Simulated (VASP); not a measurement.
# Au (I4/mmm) in VASP: single point with PBE

Aim: the single point of Au with PBE.

Everything below comes from runs of VASP 6.6.1. Logs are shortened: lines on timing, memory, paths and dates and some standing lists are left out, and cuts for length are marked.

### 1 The cell of the first run

Symmetry: I4/mmm, No. 139, tetragonal system. Conventional cell: a = 2.940 Å, b = 2.940 Å, c = 4.241 Å, α = 90.00°, β = 90.00°, γ = 90.00°. Au (site symmetry 4/mmm) has 12 Au at 2.94 to 2.97 Å within 3.9 Å.

### 2 Single point, PBE (strain +0.0200 x Voigt [0, 1, 0, 0, 0, 0])

INCAR

```
ALGO = Fast
EDIFF = 1E-7
ENCUT = 520
GGA = PE
ISIF = 2
ISMEAR = 0
LASPH = T
LCHARG = T
LELF = T
LREAL = F
LVHAR = T
LWAVE = F
NBANDS = 12
NELM = 80
PREC = Accurate
SIGMA = 0.15
```

KPOINTS

```
k-points
0
Gamma
  24 24 24
```

POSCAR

```
Au
1.0
    0.0000000000      2.1206196173      2.0790388405
    2.0790388405      0.0000000000      2.0790388405
    2.0790388405      2.1206196173      0.0000000000
Au
1
Direct
    0.0000000000      0.0000000000      0.0000000000
```

Potentials or basis: VASP PAW PBE potentials, release 64 (Au).

Launch:

```console
$ cat potpaw_PBE.64/Au/POTCAR > POTCAR
$ mpirun -np 1 vasp_std > vasp.out
```

OUTCAR:

```text
EDIFF = 1E-7
   ENCUT = 520
   GGA = PE
   ISIF = 2
   ISMEAR = 0
   LASPH = T
   LREAL = F
   NELM = 80
   PREC = Accurate

 ion  position               nearest neighbor table
   1  0.000  0.000  0.000-

  LATTYP: Found a body centered tetragonal cell.
 ALAT       =     2.9402049249
 C/A-ratio  =     1.4424978336

  Lattice vectors:

 A1 = (   0.0000000000,  -2.1206196173,   2.0790388405)
 A2 = (   0.0000000000,  -2.1206196173,  -2.0790388405)
 A3 = (   2.0790388405,   2.1206196173,   0.0000000000)

Analysis of symmetry for initial positions (statically):
=====================================================================
 Subroutine PRICEL returns:
 Original cell was already a primitive cell.

 Routine SETGRP: Setting up the symmetry group for a
 body centered tetragonal supercell.

 Subroutine GETGRP returns: Found 16 space group operations
 (whereof 16 operations were pure point group operations)
 out of a pool of 16 trial point group operations.

The static configuration has the point symmetry D_4h.

Analysis of symmetry for dynamics (positions and initial velocities):
=====================================================================
 Subroutine PRICEL returns:
 Original cell was already a primitive cell.

 Routine SETGRP: Setting up the symmetry group for a
 body centered tetragonal supercell.

 Subroutine GETGRP returns: Found 16 space group operations
 (whereof 16 operations were pure point group operations)
 out of a pool of 16 trial point group operations.

The dynamic configuration has the point symmetry D_4h.

 Subroutine INISYM returns: Found 16 space group operations
 (whereof 16 operations are pure point group operations),
 and found     1 'primitive' translations

----------------------------------------------------------------------------------------

                                     Primitive cell

  volume of cell :      18.3323

  direct lattice vectors                    reciprocal lattice vectors
     0.000000000  2.120619617  2.079038840    -0.240495747  0.235780145  0.240495747
     2.079038840  0.000000000  2.079038840     0.240495747 -0.235780145  0.240495747
     2.079038840  2.120619617  0.000000000     0.240495747  0.235780145 -0.240495747

  length of vectors
     2.969752525  2.940204925  2.969752525     0.413846210  0.413846210  0.413846210

  position of ions in fractional coordinates (direct lattice)
     0.000000000  0.000000000  0.000000000

  ion indices of the primitive-cell ions
   primitive index   ion index
                 1           1

----------------------------------------------------------------------------------------

 KPOINTS: k-points

Automatic generation of k-mesh.
 Grid dimensions read from file:
 generate k-points for:   24   24   24

 Generating k-lattice:

  Cartesian coordinates                     Fractional coordinates (reciprocal lattice)
    -0.010020656  0.009824173  0.010020656     0.041666667  0.000000000  0.000000000
     0.010020656 -0.009824173  0.010020656     0.000000000  0.041666667  0.000000000
     0.010020656  0.009824173 -0.010020656     0.000000000  0.000000000  0.041666667

  Length of vectors
     0.017243592  0.017243592  0.017243592

  Shift w.r.t. Gamma in fractional coordinates (k-lattice)
     0.000000000  0.000000000  0.000000000

 Subroutine IBZKPT returns following result:
 ===========================================

 Found   1063 irreducible k-points:

 Following reciprocal coordinates:
            Coordinates               Weight
  0.000000  0.000000  0.000000      1.000000
  0.041667  0.000000  0.000000      8.000000
  0.083333  0.000000  0.000000      8.000000
  0.125000  0.000000  0.000000      8.000000
  0.166667  0.000000  0.000000      8.000000
  0.208333  0.000000  0.000000      8.000000
[... 16 lines left out ...]
  0.416667  0.041667  0.000000     16.000000
  0.458333  0.041667  0.000000     16.000000
 [... further k-points ...]
   k-points           NKPTS =   1063   k-points in BZ     NKDIM =   1063   number of bands    NBANDS=     12
   number of dos      NEDOS =    301   number of ions     NIONS =      1
   total plane-waves  NPLWV =  13824
   dimension x,y,z NGX =    24 NGY =   24 NGZ =   24
   dimension x,y,z NGXF=    48 NGYF=   48 NGZF=   48
   ions per type =               1
   NGX,Y,Z   is equivalent  to a cutoff of  13.44, 13.57, 13.44 a.u.
   NGXF,Y,Z  is equivalent  to a cutoff of  26.87, 27.14, 26.87 a.u.
 SYSTEM =  unknown system
   PREC   = accura    normal or accurate (medium, high low for compatibility)
   ISTART =      0    job   : 0-new  1-cont  2-samecut
   ICHARG =      2    charge: 1-file 2-atom 10-const
   ISPIN  =      1    spin polarized calculation?
   LNONCOLLINEAR =      F non collinear calculations
   LSORBIT =      F    spin-orbit coupling
   LASPH  =      T    aspherical Exc in radial PAW
   ENCUT  =  520.0 eV  38.22 Ry    6.18 a.u.   5.52  5.47  5.52*2*pi/ulx,y,z
   NELM   =     80;   NELMIN=  2; NELMDL= -5     # of ELM steps
   EDIFF  = 0.1E-06   stopping-criterion for ELM
   LREAL  =      F    real-space projection
   EDIFFG = 0.1E-05   stopping-criterion for IOM
   NSW    =      0    number of steps for IOM
   IBRION =     -1    ionic relax: 0-MD 1-quasi-New 2-CG
   NFREE  =      0    steps in history (QN), initial steepest desc. (CG)
   ISIF   =      2    stress and relaxation
   ISYM   =      2    0-nonsym 1-usesym 2-fastsym
   POTIM  = 0.5000    time-step for ionic-motion
   TEBEG  =    0.0;   TEEND  =   0.0 temperature during run
   PSTRESS=    0.0 pullay stress
   NELECT =      11.0000    total number of electrons
   NUPDOWN=      -1.0000    fix difference up-down
   EMIN   =  10.00;   EMAX   =-10.00  energy-range for DOS
   EFERMI =   0.00;   METHOD = LEGACY
   ISMEAR =     0;   SIGMA  =   0.15  broadening in eV -4-tet -1-fermi 0-gaus
   EFERMI_NEDOS =   21; number of points for ismear=-14 and -15
   IALGO  =     68    algorithm
   IMIX   =      4    mixing-type and parameters
     AMIX     =   0.40;   BMIX     =  1.00
     AMIX_MAG =   1.60;   BMIX_MAG =  1.00
  volume/ion in A,a.u.               =      18.33       123.71
  Fermi-wavevector in a.u.,A,eV,Ry     =   1.380807  2.609347 25.941259  1.906629
  Thomas-Fermi vector in A             =   2.505650
   LORBIT       =      0    0 simple, 1 ext, 2 COOP (PROOUT), +10 PAW based schemes
   GGA     = PE    functional components
   LHFCALC =     F    Hartree Fock is set to
   AEXX    =    0.0000 exact exchange contribution
   IVDW    =     0    specifies the selected vdW correction
   LEPSILON=     F    determine dielectric tensor
   LRPA    =     F    only Hartree local field effects (RPA)
 non-spin polarized calculation
 RMM-DIIS sequential band-by-band and
 Gauss-broadening in eV      SIGMA  =   0.15
  energy-cutoff  :      520.00
  volume of cell :       18.33
 maximum number of plane-waves:       532
 NGX is ok and might be reduce to    24
   NGX = 11   NGY = 11   NGZ = 11

 number of electron      11.0000001 magnetization

 Free energy of the ion-electron system (eV)
  ---------------------------------------------------
  ext. energy  EPLUGINS =         0.00000000
  ---------------------------------------------------
  free energy    TOTEN  =        -3.21926892 eV

  energy without entropy =       -3.21645852  energy(sigma->0) =       -3.21786372

 E-fermi :   8.3073     XC(G=0): -12.2829

 val. band max:        8.3043758353   @ k =   0.2083   0.5000   0.0833
 cond. band min:       8.3091577459   @ k =   0.3750  -0.1250   0.2500
 fundamental gap:      0.0047819106
 Fermi energy:         8.3072826201

 k-point     1 :       0.0000    0.0000    0.0000
  band No.  band energies     occupation
      1      -0.8039      2.00000
      2       3.8801      2.00000
      3       4.0392      2.00000
      4       4.0392      2.00000
      5       5.2279      2.00000
      6       5.3995      2.00000
      7      22.9064      0.00000
      8      26.3002      0.00000
      9      26.5695      0.00000
     10      26.5695      0.00000
     11      31.1654      0.00000
     12      34.9386      0.00000

 k-point     2 :       0.0417    0.0000    0.0000
  band No.  band energies     occupation
      1      -0.7469      2.00000
      2       3.8865      2.00000
      3       4.0345      2.00000
      4       4.0581      2.00000
      5       5.2208      2.00000
      6       5.3898      2.00000
      7      22.9675      0.00000
      8      26.0244      0.00000
      9      26.4762      0.00000
     10      26.6289      0.00000
     11      31.5197      0.00000
     12      34.0638      0.00000

 k-point     3 :       0.0833    0.0000    0.0000
  band No.  band energies     occupation
      1      -0.5782      2.00000
      2       3.8824      2.00000
      3       4.0438      2.00000
      4       4.1112      2.00000
      5       5.2043      2.00000
      6       5.3649      2.00000
      7      23.1205      0.00000
      8      25.0600      0.00000
      9      26.6225      0.00000
     10      26.7996      0.00000
     11      31.7375      0.00000
     12      33.4441      0.00000

 k-point     4 :       0.1250    0.0000    0.0000
  band No.  band energies     occupation
      1      -0.3056      2.00000
      2       3.8411      2.00000
      3       4.0934      2.00000
      4       4.1865      2.00000
      5       5.1934      2.00000
      6       5.3380      2.00000
      7      23.1213      0.00000
      8      24.0325      0.00000
      9      26.8784      0.00000
     10      27.0554      0.00000
     11      30.8260      0.00000
     12      32.7957      0.00000

 k-point     5 :       0.1667    0.0000    0.0000
  band No.  band energies     occupation
      1       0.0550      2.00000
      2       3.7938      2.00000
      3       4.1518      2.00000
      4       4.2616      2.00000
      5       5.2139      2.00000
      6       5.3327      2.00000
      7      22.0788      0.00000
      8      23.8862      0.00000
      9      27.1708      0.00000
     10      27.3411      0.00000
     11      29.9104      0.00000
     12      31.8081      0.00000
[... 228 lines left out ...]
      1       1.4621      2.00000
      2       4.0862      2.00000
      3       4.2112      2.00000
      4       4.4154      2.00000
      5       5.7734      2.00000
      6       5.9114      2.00000
      7      16.3056      0.00000
      8      23.2703      0.00000
      9      25.6657      0.00000
     10      27.0469      0.00000
     11      30.3384      0.00000
     12      30.9518      0.00000

 k-point    22 :       0.3750    0.0417    0.0000
  band No.  band energies     occupation
      1       1.6024      2.00000
      2       4.0211      2.00000
      3       4.1452      2.00000
      4       4.9984      2.00000
      5       6.0841      2.00000
      6       6.1179      2.00000
      7      14.7196      0.00000
      8      22.9251      0.00000
      9      25.2163      0.00000
     10      26.2809      0.00000
     11      31.1982      0.00000
     12      31.3126      0.00000

 k-point    23 :       0.4167    0.0417    0.0000
  band No.  band energies     occupation
      1       1.6569      2.00000
      2       3.9618      2.00000
      3       4.0851      2.00000
      4       5.5843      2.00000
      5       6.2608      2.00000
      6       6.5816      2.00000
      7      13.2233      0.00000
      8      22.6432      0.00000
      9      24.8449      0.00000
     10      25.6282      0.00000
     11      31.5633      0.00000
     12      31.9882      0.00000

 k-point    24 :       0.4583    0.0417    0.0000
  band No.  band energies     occupation
      1       1.6712      2.00000
      2       3.9189      2.00000
      3       4.0425      2.00000
      4       5.9444      2.00000
      5       6.3634      2.00000
      6       7.2979      2.00000
      7      11.9096      0.00000
      8      22.4522      0.00000
      9      24.6100      0.00000
     10      25.1476      0.00000
     11      31.8152      0.00000
     12      32.3259      0.00000

 [... further k-points ...]

------------------------ aborting loop because EDIFF is reached ----------------------------------------

  FORCE on cell =-STRESS in cart. coord.  units (eV):
  Direction    XX          YY          ZZ          XY          YZ          ZX
  --------------------------------------------------------------------------------------
  -------------------------------------------------------------------------------------
  Total       -0.2972384     -0.3634110     -0.2972384      0.0000000     -0.0000000      0.0000000
  in kB      -25.9775062    -31.7607428    -25.9775062      0.0000000     -0.0000000      0.0000000
  external PRESSURE =     -27.9052517 kB  Pullay stress =       0.0000000 kB

 VOLUME and BASIS-vectors are now :
 -----------------------------------------------------------------------------
  energy-cutoff  :      520.00
  volume of cell :       18.33
      direct lattice vectors                 reciprocal lattice vectors
     0.000000000  2.120619617  2.079038840    -0.240495747  0.235780145  0.240495747
     2.079038840  0.000000000  2.079038840     0.240495747 -0.235780145  0.240495747
     2.079038840  2.120619617  0.000000000     0.240495747  0.235780145 -0.240495747

 POSITION                                       TOTAL-FORCE (eV/Angst)
 -----------------------------------------------------------------------------------
      0.00000      0.00000      0.00000         0.000000      0.000000     -0.000000
 -----------------------------------------------------------------------------------
    total drift:                               -0.000000      0.000000      0.000000

  FREE ENERGIE OF THE ION-ELECTRON SYSTEM (eV)
  ---------------------------------------------------
  free  energy   TOTEN  =        -3.2192689239 eV

  energy  without entropy=       -3.2164585165  energy(sigma->0) =       -3.21786372
```

Run time: 2.2 min. Hardware: 1 thread of Intel Xeon Platinum 8259CL at 2.50GHz (Skylake/Cascade Lake), shared host; peak memory 0.34 GiB.

What came out:

```yaml
Free_energy: -3.2193 eV
Pressure: -2.8 GPa
Band_gap_on_the_k_mesh: zero (an odd number of electrons rules out a gap without spin polarisation)
```

Caveat: the cell differs from its parent crystal (strain +0.0200 x Voigt [0, 1, 0, 0, 0, 0]); spin-orbit coupling is left out, which moves the levels of the heavy elements.
